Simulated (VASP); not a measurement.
# Cd (Im-3m) in VASP: notebook

Runs on Cd. Level: PBE. Tasks: single point, relaxation of cell and atoms.

All numbers are computed with VASP 6.6.1; they aren't measurements. Logs are shortened: lines on timing, memory, paths and dates and some standing lists are left out, and cuts for length are marked.

**1. The cell of the first run**

It takes space group Im-3m (No. 229, cubic). Conventional cell: a = 3.605 Å, b = 3.605 Å, c = 3.605 Å, α = 90.00°, β = 90.00°, γ = 90.00°. Within 4.1 Å of Cd (site symmetry m-3m) lie 14 Cd at 3.12 to 3.61 Å.

This isn't the form of Cd at room conditions, which is hcp.

**2. Single point, PBE**

INCAR

```
ALGO = Normal
EDIFF = 1E-6
ENCUT = 520
GGA = PE
ISIF = 2
ISMEAR = -1
LASPH = True
LCHARG = False
LREAL = False
LWAVE = False
NBANDS = 12
NELM = 80
PREC = Accurate
SIGMA = 0.08
```

KPOINTS

```
k-points
0
Gamma
  15 15 15
```

POSCAR

```
Cd
1.0
   -1.8025628197      1.8025628197      1.8025628197
    1.8025628197     -1.8025628197      1.8025628197
    1.8025628197      1.8025628197     -1.8025628197
Cd
1
Direct
    0.0000000000      0.0000000000      0.0000000000
```

Potentials or basis: VASP PAW PBE potentials, release 64 (Cd).

Run with:

```sh
> cat potpaw_PBE.64/Cd/POTCAR > POTCAR
> mpirun -np 1 vasp_std > vasp.out
```

OUTCAR:

```text
EDIFF = 1E-6
   ENCUT = 520
   GGA = PE
   ISIF = 2
   ISMEAR = -1
   LASPH = True
   LREAL = False
   NELM = 80
   PREC = Accurate

 ion  position               nearest neighbor table
   1  0.000  0.000  0.000-

  LATTYP: Found a body centered cubic cell.
 ALAT       =     3.6051256394

  Lattice vectors:

 A1 = (  -1.8025628197,   1.8025628197,   1.8025628197)
 A2 = (   1.8025628197,  -1.8025628197,   1.8025628197)
 A3 = (   1.8025628197,   1.8025628197,  -1.8025628197)

Analysis of symmetry for initial positions (statically):
=====================================================================
 Subroutine PRICEL returns:
 Original cell was already a primitive cell.

 Routine SETGRP: Setting up the symmetry group for a
 body centered cubic supercell.

 Subroutine GETGRP returns: Found 48 space group operations
 (whereof 48 operations were pure point group operations)
 out of a pool of 48 trial point group operations.

The static configuration has the point symmetry O_h .

Analysis of symmetry for dynamics (positions and initial velocities):
=====================================================================
 Subroutine PRICEL returns:
 Original cell was already a primitive cell.

 Routine SETGRP: Setting up the symmetry group for a
 body centered cubic supercell.

 Subroutine GETGRP returns: Found 48 space group operations
 (whereof 48 operations were pure point group operations)
 out of a pool of 48 trial point group operations.

The dynamic configuration has the point symmetry O_h .

 Subroutine INISYM returns: Found 48 space group operations
 (whereof 48 operations are pure point group operations),
 and found     1 'primitive' translations

----------------------------------------------------------------------------------------

                                     Primitive cell

  volume of cell :      23.4278

  direct lattice vectors                    reciprocal lattice vectors
    -1.802562820  1.802562820  1.802562820     0.000000000  0.277382843  0.277382843
     1.802562820 -1.802562820  1.802562820     0.277382843  0.000000000  0.277382843
     1.802562820  1.802562820 -1.802562820     0.277382843  0.277382843  0.000000000

  length of vectors
     3.122130388  3.122130388  3.122130388     0.392278579  0.392278579  0.392278579

  position of ions in fractional coordinates (direct lattice)
     0.000000000  0.000000000  0.000000000

  ion indices of the primitive-cell ions
   primitive index   ion index
                 1           1

----------------------------------------------------------------------------------------

 KPOINTS: k-points

Automatic generation of k-mesh.
 Grid dimensions read from file:
 generate k-points for:   15   15   15

 Generating k-lattice:

  Cartesian coordinates                     Fractional coordinates (reciprocal lattice)
     0.000000000  0.018492190  0.018492190     0.066666667  0.000000000  0.000000000
     0.018492190  0.000000000  0.018492190     0.000000000  0.066666667  0.000000000
     0.018492190  0.018492190  0.000000000     0.000000000  0.000000000  0.066666667

  Length of vectors
     0.026151905  0.026151905  0.026151905

  Shift w.r.t. Gamma in fractional coordinates (k-lattice)
     0.000000000  0.000000000  0.000000000

 Subroutine IBZKPT returns following result:
 ===========================================

 Found    120 irreducible k-points:

 Following reciprocal coordinates:
            Coordinates               Weight
  0.000000  0.000000  0.000000      1.000000
  0.066667  0.000000  0.000000     12.000000
  0.133333  0.000000  0.000000     12.000000
  0.200000  0.000000  0.000000     12.000000
  0.266667  0.000000  0.000000     12.000000
  0.333333  0.000000  0.000000     12.000000
[... 16 lines left out ...]
  0.333333  0.200000  0.000000     48.000000
  0.400000  0.200000  0.000000     24.000000
 [... further k-points ...]
   k-points           NKPTS =    120   k-points in BZ     NKDIM =    120   number of bands    NBANDS=     12
   number of dos      NEDOS =    301   number of ions     NIONS =      1
   total plane-waves  NPLWV =  13824
   dimension x,y,z NGX =    24 NGY =   24 NGZ =   24
   dimension x,y,z NGXF=    48 NGYF=   48 NGZF=   48
   ions per type =               1
   NGX,Y,Z   is equivalent  to a cutoff of  12.78, 12.78, 12.78 a.u.
   NGXF,Y,Z  is equivalent  to a cutoff of  25.56, 25.56, 25.56 a.u.
 SYSTEM =  unknown system
   PREC   = accura    normal or accurate (medium, high low for compatibility)
   ISTART =      0    job   : 0-new  1-cont  2-samecut
   ICHARG =      2    charge: 1-file 2-atom 10-const
   ISPIN  =      1    spin polarized calculation?
   LNONCOLLINEAR =      F non collinear calculations
   LSORBIT =      F    spin-orbit coupling
   LASPH  =      T    aspherical Exc in radial PAW
   ENCUT  =  520.0 eV  38.22 Ry    6.18 a.u.   5.81  5.81  5.81*2*pi/ulx,y,z
   NELM   =     80;   NELMIN=  2; NELMDL= -5     # of ELM steps
   EDIFF  = 0.1E-05   stopping-criterion for ELM
   LREAL  =      F    real-space projection
   EDIFFG = 0.1E-04   stopping-criterion for IOM
   NSW    =      0    number of steps for IOM
   IBRION =     -1    ionic relax: 0-MD 1-quasi-New 2-CG
   NFREE  =      0    steps in history (QN), initial steepest desc. (CG)
   ISIF   =      2    stress and relaxation
   ISYM   =      2    0-nonsym 1-usesym 2-fastsym
   POTIM  = 0.5000    time-step for ionic-motion
   TEBEG  =    0.0;   TEEND  =   0.0 temperature during run
   PSTRESS=    0.0 pullay stress
   NELECT =      12.0000    total number of electrons
   NUPDOWN=      -1.0000    fix difference up-down
   EMIN   =  10.00;   EMAX   =-10.00  energy-range for DOS
   EFERMI =   0.00;   METHOD = LEGACY
   ISMEAR =    -1;   SIGMA  =   0.08  broadening in eV -4-tet -1-fermi 0-gaus
   EFERMI_NEDOS =   21; number of points for ismear=-14 and -15
   IALGO  =     38    algorithm
   IMIX   =      4    mixing-type and parameters
     AMIX     =   0.40;   BMIX     =  1.00
     AMIX_MAG =   1.60;   BMIX_MAG =  1.00
  volume/ion in A,a.u.               =      23.43       158.10
  Fermi-wavevector in a.u.,A,eV,Ry     =   1.309860  2.475276 23.343963  1.715733
  Thomas-Fermi vector in A             =   2.440430
   LORBIT       =      0    0 simple, 1 ext, 2 COOP (PROOUT), +10 PAW based schemes
   GGA     = PE    functional components
   LHFCALC =     F    Hartree Fock is set to
   AEXX    =    0.0000 exact exchange contribution
   IVDW    =     0    specifies the selected vdW correction
   LEPSILON=     F    determine dielectric tensor
   LRPA    =     F    only Hartree local field effects (RPA)
 non-spin polarized calculation
  energy-cutoff  :      520.00
  volume of cell :       23.43
 maximum number of plane-waves:       646
   NGX = 11   NGY = 11   NGZ = 11

 number of electron      12.0000007 magnetization

 Free energy of the ion-electron system (eV)
  ---------------------------------------------------
  ext. energy  EPLUGINS =         0.00000000
  ---------------------------------------------------
  free energy    TOTEN  =        -0.69369017 eV

  energy without entropy =       -0.68472183  energy(sigma->0) =       -0.68920600

 E-fermi :   2.3787     XC(G=0): -10.6167

 val. band max:        2.3700625642   @ k =  -0.4667   0.4667   0.1333
 cond. band min:       2.3788699788   @ k =  -0.4667  -0.4667   0.2000
 fundamental gap:      0.0088074145
 Fermi energy:         2.3786970763

 k-point     1 :       0.0000    0.0000    0.0000
  band No.  band energies     occupation
      1      -6.6798      2.00000
      2      -6.6798      2.00000
      3      -6.6798      2.00000
      4      -6.1165      2.00000
      5      -6.1165      2.00000
      6      -5.9248      2.00000
      7      17.6093      0.00000
      8      17.6093      0.00000
      9      17.6093      0.00000
     10      17.8354      0.00000
     11      17.8354      0.00000
     12      17.8354      0.00000

 k-point     2 :       0.0667    0.0000    0.0000
  band No.  band energies     occupation
      1      -6.6922      2.00000
      2      -6.6753      2.00000
      3      -6.6428      2.00000
      4      -6.1305      2.00000
      5      -6.1161      2.00000
      6      -5.8083      2.00000
      7      16.0987      0.00000
      8      17.0298      0.00000
      9      17.1479      0.00000
     10      17.4107      0.00000
     11      17.5167      0.00000
     12      17.8347      0.00000

 k-point     3 :       0.1333    0.0000    0.0000
  band No.  band energies     occupation
      1      -6.7272      2.00000
      2      -6.6793      2.00000
      3      -6.5366      2.00000
      4      -6.1656      2.00000
      5      -6.1146      2.00000
      6      -5.4450      2.00000
      7      13.5228      0.00000
      8      15.8310      0.00000
      9      15.8631      0.00000
     10      16.9827      0.00000
     11      17.1079      0.00000
     12      18.2432      0.00000
[... 286 lines left out ...]
 k-point    23 :       0.3333    0.2000    0.0000
  band No.  band energies     occupation
      1      -6.9320      2.00000
      2      -6.7439      2.00000
      3      -6.2474      2.00000
      4      -6.1577      2.00000
      5      -5.9499      2.00000
      6       0.1148      2.00000
      7       3.5986      0.00000
      8       7.0053      0.00000
      9      11.6204      0.00000
     10      17.2988      0.00000
     11      19.9707      0.00000
     12      21.7090      0.00000

 k-point    24 :       0.4000    0.2000    0.0000
  band No.  band energies     occupation
      1      -6.9413      2.00000
      2      -6.7532      2.00000
      3      -6.2477      2.00000
      4      -6.1438      2.00000
      5      -5.9318      2.00000
      6       1.6431      1.99980
      7       1.8825      1.99596
      8       6.8660      0.00000
      9      11.5099      0.00000
     10      17.2568      0.00000
     11      20.6716      0.00000
     12      21.6289      0.00000

 [... further k-points ...]
[... 5 lines left out ...]
  --------------------------------------------------------------------------------------
  -------------------------------------------------------------------------------------
  Total        0.0372288      0.0372288      0.0372288      0.0000000      0.0000000      0.0000000
  in kB        2.5459991      2.5459991      2.5459991      0.0000000      0.0000000      0.0000000
  external PRESSURE =       2.5459991 kB  Pullay stress =       0.0000000 kB

 VOLUME and BASIS-vectors are now :
 -----------------------------------------------------------------------------
  energy-cutoff  :      520.00
  volume of cell :       23.43
      direct lattice vectors                 reciprocal lattice vectors
    -1.802562820  1.802562820  1.802562820     0.000000000  0.277382843  0.277382843
     1.802562820 -1.802562820  1.802562820     0.277382843  0.000000000  0.277382843
     1.802562820  1.802562820 -1.802562820     0.277382843  0.277382843  0.000000000

 POSITION                                       TOTAL-FORCE (eV/Angst)
 -----------------------------------------------------------------------------------
      0.00000      0.00000      0.00000         0.000000     -0.000000      0.000000
 -----------------------------------------------------------------------------------
    total drift:                               -0.000000      0.000000      0.000000

  FREE ENERGIE OF THE ION-ELECTRON SYSTEM (eV)
  ---------------------------------------------------
  free  energy   TOTEN  =        -0.6936901748 eV

  energy  without entropy=       -0.6847218345  energy(sigma->0) =       -0.68920600
```

Run time: 8.3 s. Hardware: 1 thread of Intel Xeon 6975P-C (Granite Rapids), shared host; peak memory 0.15 GiB.

Results:

```yaml
Free_energy: -0.6937 eV
Pressure: 0.3 GPa
Band_gap_on_the_k_mesh: zero (bands 6 and 7 overlap by 3.65 eV)
```

**3. Single point, PBE**

INCAR

```
SYSTEM = Cd
ALGO = Normal
EDIFF = 1E-6
ENCUT = 520
GGA = PE
ISIF = 2
ISMEAR = -1
LASPH = .TRUE.
LCHARG = .FALSE.
LREAL = .FALSE.
LWAVE = .FALSE.
NBANDS = 12
NELM = 60
PREC = Accurate
SIGMA = 0.08
```

KPOINTS

```
k-points
0
G
  15 15 15
  0 0 0
```

POSCAR is that of step 2.

Potentials or basis: VASP PAW PBE potentials, release 64 (Cd).

Run with:

```sh
> cat potpaw_PBE.64/Cd/POTCAR > POTCAR
> mpirun -np 1 vasp_std > vasp.out
```

Wall time 9.6 s (1 thread of Intel Xeon 6975P-C (Granite Rapids), shared host); peak memory 0.15 GiB.

It converged, with:

```yaml
Free_energy: -0.6937 eV
Pressure: 0.3 GPa
Band_gap_on_the_k_mesh: zero (bands 6 and 7 overlap by 3.65 eV)
```

Levels at points of the mesh, in eV from the Fermi level:
```
           k point  band 3  band 4  band 5  band 6  band 7  band 8  band 9  band 10
(0.00, 0.00, 0.00)   -9.06   -8.50   -8.50   -8.30   15.23   15.23   15.23    15.46
```

(Continued in part 2 of 2.)
